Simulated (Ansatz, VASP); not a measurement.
**One calculation of Ru, two programs**

The input INCAR:

```
PREC     = Accurate       # precision mode
ENCUT    = 520            # plane-wave cutoff, eV
EDIFF    = 1E-6           # SCF threshold, eV
ISMEAR   = 0              # smearing method
SIGMA    = 0.15           # smearing width, eV
LREAL    = F              # projectors in reciprocal space
LASPH    = T              # aspherical terms in the spheres
NELM     = 80             # most SCF steps
ALGO     = Fast           # electronic algorithm
ISIF     = 2              # what is computed and relaxed
LWAVE    = F              # write WAVECAR
LCHARG   = F              # write CHGCAR
GGA      = PE             # functional
NBANDS   = 13             # bands
```

File KPOINTS:

```
Automatic mesh
0
Gamma
  22 22 22
```

Contents of POSCAR:

```
Ru
1.0
    0.0000000000      2.0395958497      1.6178074280
    2.0395958497      0.0000000000      1.6178074280
    2.0395958497      2.0395958497      0.0000000000
Ru
1
Direct
    0.0000000000      0.0000000000      0.0000000000
```

Input for Ansatz:

```yaml
crystal:
  lattice:
    - [0.0, 2.0395958497, 1.617807428]
    - [2.0395958497, 0.0, 1.617807428]
    - [2.0395958497, 2.0395958497, 0.0]
  atoms:
    - { symbol: Ru, position: [0.0, 0.0, 0.0] }
basis:
  ecutwfc: 420
kpoints:
  mp_grid: { grid: [22, 22, 22] }
hamiltonian:
  xc: pbe
scf:
  occupations: { method: gaussian, width: 0.15 }
output:
  forces: true
  stress: true
  eigenvalues: true
```

Alike in both runs: task single point; functional PBE; k mesh 22 × 22 × 22; occupations gaussian, width 0.15 eV; no spin polarisation.

```csv
,VASP,Ansatz
version,VASP 6.6.1,Ansatz 0.2.0
potentials or method,"VASP PAW PBE potentials, release 64 (Ru_pv), cutoff 520 eV","scalar-relativistic, plane waves, PAW"
valence electrons in the cell,14,16
```

VASP gave:

| Property | Result |
| --- | --- |
| gap on the k mesh at the Fermi level (eV) | none |
| pressure (GPa) | 15.3 |
| traceless stress, the component that is largest in VASP (GPa) | 30.06 |

Question: Estimate Ansatz's values.

Answer: gap on the k mesh at the Fermi level (eV): none; pressure (GPa): 15.4; traceless stress, the component that is largest in VASP (GPa): 30.10.

A gap of «none» marks a metal or a gap that the smearing closes. VASP's potentials hold 14 valence electrons a cell and Ansatz's 16, so a difference there can come from the potentials and not from the codes.
